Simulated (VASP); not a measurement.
# Al3Cl (Fm-3m) in VASP: notebook

Runs on Al3Cl. Level: PBE. Tasks: single point.

All numbers are computed with VASP 6.6.1; they aren't measurements. Logs are shortened: lines on timing, memory, paths and dates and some standing lists are left out, and cuts for length are marked.

**1. The cell of the first run**

The structure is cubic, space group Fm-3m (No. 225). Conventional cell: a = 6.757 Å, b = 6.757 Å, c = 6.757 Å, α = 90.00°, β = 90.00°, γ = 90.00°. Within 3.9 Å of Al (site symmetry m-3m) lie 8 Al at 2.93 Å and 6 Cl at 3.38 Å. Al (site symmetry -43m) has 10 Al at 2.93 to 3.38 Å and 4 Cl at 2.93 Å within 3.9 Å. Within 3.9 Å of Cl (site symmetry m-3m) lie 14 Al at 2.93 to 3.38 Å.

**2. Single point, PBE**

Input file INCAR:

```
PREC = Accurate
ENCUT = 500
EDIFF = 1E-6
ISMEAR = 0
SIGMA = 0.2
LREAL = F
LASPH = T
NELM = 120
ALGO = Normal
ISIF = 2
LWAVE = F
LCHARG = F
GGA = PE
NBANDS = 16
GGA_COMPAT = F
```

Input file KPOINTS:

```
Automatic mesh
0
Gamma
  5 5 5
```

Input file POSCAR:

```
Al3Cl
1.0
    0.0000000000      3.3784078554      3.3784078554
    3.3784078554      0.0000000000      3.3784078554
    3.3784078554      3.3784078554      0.0000000000
Al Cl
3 1
Direct
    0.5000000000      0.5000000000      0.5000000000
    0.2500000000      0.2500000000      0.2500000000
    0.7500000000      0.7500000000      0.7500000000
    0.0000000000      0.0000000000      0.0000000000
```

Potentials or basis: VASP PAW PBE potentials, release 64 (Al, Cl).

Started as:

```sh
cat potpaw_PBE.64/Al/POTCAR potpaw_PBE.64/Cl/POTCAR > POTCAR
mpirun -np 1 vasp_std > vasp.out
```

OUTCAR:

```text
PREC = Accurate
   ENCUT = 500
   EDIFF = 1E-6
   ISMEAR = 0
   LREAL = F
   LASPH = T
   NELM = 120
   ISIF = 2
   GGA = PE

 ion  position               nearest neighbor table
   1  0.500  0.500  0.500-   2 2.93   2 2.93   2 2.93   2 2.93   3 2.93   3 2.93   3 2.93   3 2.93

   2  0.250  0.250  0.250-   4 2.93   4 2.93   4 2.93   1 2.93   4 2.93   1 2.93   1 2.93   1 2.93

   3  0.750  0.750  0.750-   1 2.93   1 2.93   1 2.93   1 2.93   4 2.93   4 2.93   4 2.93   4 2.93

   4  0.000  0.000  0.000-   3 2.93   3 2.93   3 2.93   2 2.93   3 2.93   2 2.93   2 2.93   2 2.93

  LATTYP: Found a face centered cubic cell.
 ALAT       =     6.7568157108

  Lattice vectors:

 A1 = (   0.0000000000,   3.3784078554,   3.3784078554)
 A2 = (   3.3784078554,   0.0000000000,   3.3784078554)
 A3 = (   3.3784078554,   3.3784078554,   0.0000000000)

Analysis of symmetry for initial positions (statically):
=====================================================================
 Subroutine PRICEL returns:
 Original cell was already a primitive cell.

 Routine SETGRP: Setting up the symmetry group for a
 face centered cubic supercell.

 Subroutine GETGRP returns: Found 48 space group operations
 (whereof 48 operations were pure point group operations)
 out of a pool of 48 trial point group operations.

The static configuration has the point symmetry O_h .

Analysis of symmetry for dynamics (positions and initial velocities):
=====================================================================
 Subroutine PRICEL returns:
 Original cell was already a primitive cell.

 Routine SETGRP: Setting up the symmetry group for a
 face centered cubic supercell.

 Subroutine GETGRP returns: Found 48 space group operations
 (whereof 48 operations were pure point group operations)
 out of a pool of 48 trial point group operations.

The dynamic configuration has the point symmetry O_h .

 Subroutine INISYM returns: Found 48 space group operations
 (whereof 48 operations are pure point group operations),
 and found     1 'primitive' translations

----------------------------------------------------------------------------------------

                                     Primitive cell

  volume of cell :      77.1199

  direct lattice vectors                    reciprocal lattice vectors
     0.000000000  3.378407855  3.378407855    -0.147998709  0.147998709  0.147998709
     3.378407855  0.000000000  3.378407855     0.147998709 -0.147998709  0.147998709
     3.378407855  3.378407855  0.000000000     0.147998709  0.147998709 -0.147998709

  length of vectors
     4.777790208  4.777790208  4.777790208     0.256341283  0.256341283  0.256341283

  position of ions in fractional coordinates (direct lattice)
     0.500000000  0.500000000  0.500000000
     0.250000000  0.250000000  0.250000000
     0.750000000  0.750000000  0.750000000
     0.000000000  0.000000000  0.000000000

  ion indices of the primitive-cell ions
   primitive index   ion index
                 1           1
                 2           2
                 3           3
                 4           4

----------------------------------------------------------------------------------------

 KPOINTS: Automatic mesh

Automatic generation of k-mesh.
 Grid dimensions read from file:
 generate k-points for:    5    5    5

 Generating k-lattice:

  Cartesian coordinates                     Fractional coordinates (reciprocal lattice)
    -0.029599742  0.029599742  0.029599742     0.200000000  0.000000000  0.000000000
     0.029599742 -0.029599742  0.029599742     0.000000000  0.200000000  0.000000000
     0.029599742  0.029599742 -0.029599742     0.000000000  0.000000000  0.200000000

  Length of vectors
     0.051268257  0.051268257  0.051268257

  Shift w.r.t. Gamma in fractional coordinates (k-lattice)
     0.000000000  0.000000000  0.000000000

 Subroutine IBZKPT returns following result:
 ===========================================

 Found     10 irreducible k-points:

 Following reciprocal coordinates:
            Coordinates               Weight
  0.000000  0.000000  0.000000      1.000000
  0.200000  0.000000  0.000000      8.000000
  0.400000  0.000000  0.000000      8.000000
  0.200000  0.200000  0.000000      6.000000
  0.400000  0.200000  0.000000     24.000000
 -0.400000  0.200000  0.000000     24.000000
 -0.200000  0.200000  0.000000     12.000000
  0.400000  0.400000  0.000000      6.000000
 -0.400000  0.400000  0.000000     12.000000
 -0.400000  0.400000  0.200000     24.000000
   k-points           NKPTS =     10   k-points in BZ     NKDIM =     10   number of bands    NBANDS=     16
   number of dos      NEDOS =    301   number of ions     NIONS =      4
   total plane-waves  NPLWV =  46656
   dimension x,y,z NGX =    36 NGY =   36 NGZ =   36
   dimension x,y,z NGXF=    72 NGYF=   72 NGZF=   72
   ions per type =               3   1
   NGX,Y,Z   is equivalent  to a cutoff of  12.53, 12.53, 12.53 a.u.
   NGXF,Y,Z  is equivalent  to a cutoff of  25.05, 25.05, 25.05 a.u.
 SYSTEM =  unknown system
   PREC   = accura    normal or accurate (medium, high low for compatibility)
   ISTART =      0    job   : 0-new  1-cont  2-samecut
   ICHARG =      2    charge: 1-file 2-atom 10-const
   ISPIN  =      1    spin polarized calculation?
   LNONCOLLINEAR =      F non collinear calculations
   LSORBIT =      F    spin-orbit coupling
   LASPH  =      T    aspherical Exc in radial PAW
   ENCUT  =  500.0 eV  36.75 Ry    6.06 a.u.   8.71  8.71  8.71*2*pi/ulx,y,z
   NELM   =    120;   NELMIN=  2; NELMDL= -5     # of ELM steps
   EDIFF  = 0.1E-05   stopping-criterion for ELM
   LREAL  =      F    real-space projection
   EDIFFG = 0.1E-04   stopping-criterion for IOM
   NSW    =      0    number of steps for IOM
   IBRION =     -1    ionic relax: 0-MD 1-quasi-New 2-CG
   NFREE  =      0    steps in history (QN), initial steepest desc. (CG)
   ISIF   =      2    stress and relaxation
   ISYM   =      2    0-nonsym 1-usesym 2-fastsym
   POTIM  = 0.5000    time-step for ionic-motion
   TEBEG  =    0.0;   TEEND  =   0.0 temperature during run
   PSTRESS=    0.0 pullay stress
   NELECT =      16.0000    total number of electrons
   NUPDOWN=      -1.0000    fix difference up-down
   EMIN   =  10.00;   EMAX   =-10.00  energy-range for DOS
   EFERMI =   0.00;   METHOD = LEGACY
   ISMEAR =     0;   SIGMA  =   0.20  broadening in eV -4-tet -1-fermi 0-gaus
   EFERMI_NEDOS =   21; number of points for ismear=-14 and -15
   IALGO  =     38    algorithm
   IMIX   =      4    mixing-type and parameters
     AMIX     =   0.40;   BMIX     =  1.00
     AMIX_MAG =   1.60;   BMIX_MAG =  1.00
  volume/ion in A,a.u.               =      19.28       130.11
  Fermi-wavevector in a.u.,A,eV,Ry     =   0.969154  1.831435 12.779398  0.939259
  Thomas-Fermi vector in A             =   2.099183
   LORBIT       =      0    0 simple, 1 ext, 2 COOP (PROOUT), +10 PAW based schemes
   GGA     = PE    functional components
   LHFCALC =     F    Hartree Fock is set to
   AEXX    =    0.0000 exact exchange contribution
   IVDW    =     0    specifies the selected vdW correction
   LEPSILON=     F    determine dielectric tensor
   LRPA    =     F    only Hartree local field effects (RPA)
 non-spin polarized calculation
 Gauss-broadening in eV      SIGMA  =   0.20
  energy-cutoff  :      500.00
  volume of cell :       77.12
 maximum number of plane-waves:      1980
   NGX = 17   NGY = 17   NGZ = 17

 number of electron      15.9999998 magnetization

 Free energy of the ion-electron system (eV)
  ---------------------------------------------------
  ext. energy  EPLUGINS =         0.00000000
  ---------------------------------------------------
  free energy    TOTEN  =       -12.28153864 eV

  energy without entropy =      -12.22967483  energy(sigma->0) =      -12.25560673

 E-fermi :   5.9070     XC(G=0):  -9.7355

 val. band max:        5.8419605560   @ k =   0.0000   0.0000   0.0000
 cond. band min:       5.9508601855   @ k =   0.2000   0.0000   0.0000
 fundamental gap:      0.1088996295
 Fermi energy:         5.9069610727

 k-point     1 :       0.0000    0.0000    0.0000
  band No.  band energies     occupation
      1     -10.2288      2.00000
      2      -1.3179      2.00000
      3       1.3564      2.00000
      4       1.3564      2.00000
      5       1.3564      2.00000
      6       5.8420      1.35421
[... 8 lines left out ...]
     15       9.8481      0.00000
     16      14.5473      0.00000

 k-point     2 :       0.2000    0.0000    0.0000
  band No.  band energies     occupation
      1     -10.1714      2.00000
      2      -1.5648      2.00000
      3       1.2633      2.00000
      4       1.2633      2.00000
      5       1.4985      2.00000
      6       4.2389      2.00000
[... 8 lines left out ...]
     15      11.1740      0.00000
     16      12.8771      0.00000

 k-point     3 :       0.4000    0.0000    0.0000
  band No.  band energies     occupation
      1     -10.0748      2.00000
      2      -1.8814      2.00000
      3       1.1369      2.00000
      4       1.1369      2.00000
      5       1.2456      2.00000
      6       3.8645      2.00000
[... 8 lines left out ...]
     15      12.6069      0.00000
     16      14.5697      0.00000

 k-point     4 :       0.2000    0.2000    0.0000
  band No.  band energies     occupation
      1     -10.1531      2.00000
      2      -1.5544      2.00000
      3       0.9962      2.00000
      4       0.9962      2.00000
      5       2.0164      2.00000
      6       3.9015      2.00000
[... 8 lines left out ...]
     15      12.1610      0.00000
     16      13.3697      0.00000

 k-point     5 :       0.4000    0.2000    0.0000
  band No.  band energies     occupation
      1     -10.0706      2.00000
      2      -1.6511      2.00000
      3       0.3475      2.00000
      4       0.8235      2.00000
      5       2.1677      2.00000
      6       3.5628      2.00000
[... 8 lines left out ...]
     15      12.7913      0.00000
     16      12.9638      0.00000

 k-point     6 :      -0.4000    0.2000    0.0000
  band No.  band energies     occupation
      1     -10.0375      2.00000
      2      -1.6273      2.00000
      3      -0.2038      2.00000
      4       0.9459      2.00000
      5       2.3825      2.00000
      6       3.1915      2.00000
[... 8 lines left out ...]
     15      12.7729      0.00000
     16      14.4382      0.00000

 k-point     7 :      -0.2000    0.2000    0.0000
  band No.  band energies     occupation
      1     -10.1013      2.00000
      2      -1.6668      2.00000
      3       0.3282      2.00000
      4       1.2222      2.00000
      5       2.2990      2.00000
      6       3.7337      2.00000
[... 8 lines left out ...]
     15      12.5615      0.00000
     16      13.3351      0.00000

 k-point     8 :       0.4000    0.4000    0.0000
  band No.  band energies     occupation
      1     -10.0299      2.00000
      2      -1.4973      2.00000
      3       0.5248      2.00000
      4       0.5248      2.00000
      5       1.1783      2.00000
      6       2.8824      2.00000
[... 8 lines left out ...]
     15      12.5366      0.00000
     16      12.5366      0.00000

 k-point     9 :      -0.4000    0.4000    0.0000
  band No.  band energies     occupation
      1     -10.0094      2.00000
      2      -1.1933      2.00000
      3      -0.5801      2.00000
      4       0.5848      2.00000
      5       1.5686      2.00000
      6       3.5272      2.00000
[... 8 lines left out ...]
     15      12.7863      0.00000
     16      14.4251      0.00000

 k-point    10 :      -0.4000    0.4000    0.2000
  band No.  band energies     occupation
      1     -10.0203      2.00000
      2      -1.2933      2.00000
      3      -0.3786      2.00000
      4       0.1680      2.00000
      5       2.6175      2.00000
      6       3.7227      2.00000
[... 8 lines left out ...]
     15      12.7782      0.00000
     16      14.3381      0.00000

------------------------ aborting loop because EDIFF is reached ----------------------------------------

  FORCE on cell =-STRESS in cart. coord.  units (eV):
  Direction    XX          YY          ZZ          XY          YZ          ZX
  --------------------------------------------------------------------------------------
  -------------------------------------------------------------------------------------
  Total       -0.0720467     -0.0720467     -0.0720467     -0.0000000     -0.0000000      0.0000000
  in kB       -1.4967811     -1.4967811     -1.4967811     -0.0000000     -0.0000000      0.0000000
  external PRESSURE =      -1.4967811 kB  Pullay stress =       0.0000000 kB

 VOLUME and BASIS-vectors are now :
 -----------------------------------------------------------------------------
  energy-cutoff  :      500.00
  volume of cell :       77.12
      direct lattice vectors                 reciprocal lattice vectors
     0.000000000  3.378407855  3.378407855    -0.147998709  0.147998709  0.147998709
     3.378407855  0.000000000  3.378407855     0.147998709 -0.147998709  0.147998709
     3.378407855  3.378407855  0.000000000     0.147998709  0.147998709 -0.147998709

 POSITION                                       TOTAL-FORCE (eV/Angst)
 -----------------------------------------------------------------------------------
      3.37841      3.37841      3.37841        -0.000000     -0.000000      0.000000
      1.68920      1.68920      1.68920         0.000000      0.000000      0.000000
      5.06761      5.06761      5.06761        -0.000000     -0.000000     -0.000000
      0.00000      0.00000      0.00000        -0.000000     -0.000000      0.000000
 -----------------------------------------------------------------------------------
    total drift:                               -0.000000      0.000000      0.000000

  FREE ENERGIE OF THE ION-ELECTRON SYSTEM (eV)
  ---------------------------------------------------
  free  energy   TOTEN  =       -12.2815386372 eV

  energy  without entropy=      -12.2296748310  energy(sigma->0) =      -12.25560673
```

Run time: 14 s. Hardware: 1 thread of Intel Xeon 6975P-C, shared host; peak memory 0.19 GiB.

Results:

```
Free energy            : -12.2815 eV
Pressure               : -0.1 GPa
Band gap on the k mesh : zero (band 8 reaches 6.27 eV, above the bottom of band 9 at 5.82 eV)
```

Levels at points of the mesh, in eV from the Fermi level:
| k point | band 4 | band 5 | band 6 | band 7 | band 8 | band 9 | band 10 | band 11 | band 12 | band 13 |
| --- | --- | --- | --- | --- | --- | --- | --- | --- | --- | --- |
| (0.00, 0.00, 0.00) | -4.55 | -4.55 | -0.06 | -0.06 | -0.06 | 0.06 | 1.23 | 1.23 | 1.23 | 2.86 |

**3. Single point, PBE**

This run uses another cell than the first one, of 19.12 Å³/atom, 0.992 times its volume.

Input file INCAR:

```
PREC = Accurate
ENCUT = 500
EDIFF = 1E-6
ISMEAR = 0
SIGMA = 0.2
LREAL = False
LASPH = True
NELM = 120
ALGO = Normal
ISIF = 2
LWAVE = False
LCHARG = False
GGA = PE
NBANDS = 16
GGA_COMPAT = False
```

Input file KPOINTS:

```
regular mesh
0
Gamma
  5 5 5
```

Input file POSCAR:

```
Al3Cl
1.0
    0.0000000000      3.3691445971      3.3691445971
    3.3691445971      0.0000000000      3.3691445971
    3.3691445971      3.3691445971      0.0000000000
Al Cl
3 1
Direct
    0.2500000000      0.2500000000      0.2500000000
    0.7500000000      0.7500000000      0.7500000000
    0.0000000000      0.0000000000      0.0000000000
    0.5000000000      0.5000000000      0.5000000000
```

Potentials or basis: VASP PAW PBE potentials, release 64 (Al, Cl).

Started as:

```sh
cat potpaw_PBE.64/Al/POTCAR potpaw_PBE.64/Cl/POTCAR > POTCAR
mpirun -np 1 vasp_std > vasp.out
```

Run time: 12 s. Hardware: 1 thread of Intel Xeon 6975P-C, shared host; peak memory 0.19 GiB.

The run converged. Its results:

| Quantity | Value |
| --- | --- |
| Free energy | -12.2814 eV |
| Pressure | 0.1 GPa |
| Band gap on the k mesh | zero (band 8 reaches 6.36 eV, above the bottom of band 9 at 5.91 eV) |

Levels at points of the mesh, in eV from the Fermi level:
| k point | band 5 | band 6 | band 7 | band 8 | band 9 | band 10 | band 11 | band 12 |
| --- | --- | --- | --- | --- | --- | --- | --- | --- |
| (0.00, 0.00, 0.00) | -4.58 | -0.08 | -0.08 | -0.08 | 0.10 | 1.23 | 1.23 | 1.23 |

**4. Single point, PBE**

This run uses another cell than the first one, of 19.45 Å³/atom, 1.009 times its volume.

Input file INCAR:

```
SYSTEM = Al3Cl
PREC     = Accurate       ! precision mode
ENCUT    = 500            ! plane-wave cutoff, eV
EDIFF    = 1E-6           ! SCF threshold, eV
ISMEAR   = 0              ! smearing method
SIGMA    = 0.2            ! smearing width, eV
LREAL    = .FALSE.        ! projectors in reciprocal space
LASPH    = .TRUE.         ! aspherical terms in the spheres
NELM     = 120            ! most SCF steps
ALGO     = Normal         ! electronic algorithm
ISIF     = 2              ! what is computed and relaxed
LWAVE    = .FALSE.        ! write WAVECAR
LCHARG   = .FALSE.        ! write CHGCAR
GGA      = PE             ! functional
NBANDS   = 16             ! bands
GGA_COMPAT= .FALSE.
```

Input file KPOINTS:

```
Automatic mesh
0
G
  5 5 5
  0 0 0
```

Input file POSCAR:

```
Al3Cl
1.0
    0.0000000000      3.3884664601      3.3884664601
    3.3884664601      0.0000000000      3.3884664601
    3.3884664601      3.3884664601      0.0000000000
Al Cl
3 1
Direct
    0.2500000000      0.2500000000      0.2500000000
    0.7500000000      0.7500000000      0.7500000000
    0.5000000000      0.5000000000      0.5000000000
    0.0000000000      0.0000000000      0.0000000000
```

Started as:

```sh
cat potpaw_PBE.64/Al/POTCAR potpaw_PBE.64/Cl/POTCAR > POTCAR
mpirun -np 1 vasp_std > vasp.out
```

It took 13 s on 1 thread of Intel Xeon 6975P-C, shared host; peak memory 0.19 GiB.

Results (log left out):

```
Free energy            : -12.2805 eV
Pressure               : -0.4 GPa
Band gap on the k mesh : zero (band 8 reaches 6.18 eV, above the bottom of band 9 at 5.70 eV)
```

Levels at points of the mesh, in eV from the Fermi level:
```tsv
k point	band 4	band 5	band 6	band 7	band 8	band 9	band 10	band 11	band 12	band 13
(0.00, 0.00, 0.00)	-4.52	-4.52	-0.05	-0.05	-0.05	0.02	1.23	1.23	1.23	2.79
```

**5. Summary**

```csv
cell,gap on the mesh (eV),pressure (GPa)
"a = 4.778 Å, angles 60.0°, 4 atoms",none,-0.1
"a = 4.765 Å, angles 60.0°, 4 atoms",none,0.1
"a = 4.792 Å, angles 60.0°, 4 atoms",none,-0.4
```

Alike in all rows: task single point; level PBE; potentials or basis VASP PAW PBE potentials, release 64 (Al, Cl); no spin polarisation; k mesh 5 × 5 × 5; cutoff (eV) 500; smearing gaussian 0.2 eV.

Absolute energies hang on the potentials; compare differences alone.
